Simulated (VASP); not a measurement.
Crystal: NbAs.

```xyz
4
Lattice="-1.7259 1.7259 5.8400 1.7259 -1.7259 5.8400 1.7259 1.7259 -5.8400" Properties=species:S:1:pos:R:3 pbc="T T T"
Nb    0.0000    0.0000    8.7600
Nb    0.0000    1.7259    0.0000
As    0.0000    0.0000    1.9389
As    0.0000    1.7259    4.8589
```

Base run:

- Program: VASP 6.6.1
- Functional: PBE
- Potentials or basis: VASP PAW PBE potentials, release 64 (Nb_sv, As_d)
- Cutoff: 520 eV
- k mesh: 4 × 4 × 5
- Occupations: gaussian, width 0.1 eV
- Spin: no spin polarisation

Its results: band gap on the k mesh 0.11 eV; pressure 3.1 GPa; largest force 0.305 eV/Å.

Task: The run is repeated on the same cell with these changes: k mesh from 4 × 4 × 5 to 2 × 2 × 2. What comes out?

Result: Band gap on the k mesh 0.04 eV; pressure 6.5 GPa; largest force 0.063 eV/Å.

Caveats: some runs use coarse meshes; the cell stands under pressure (at least some runs).

A k mesh can miss the band edges.
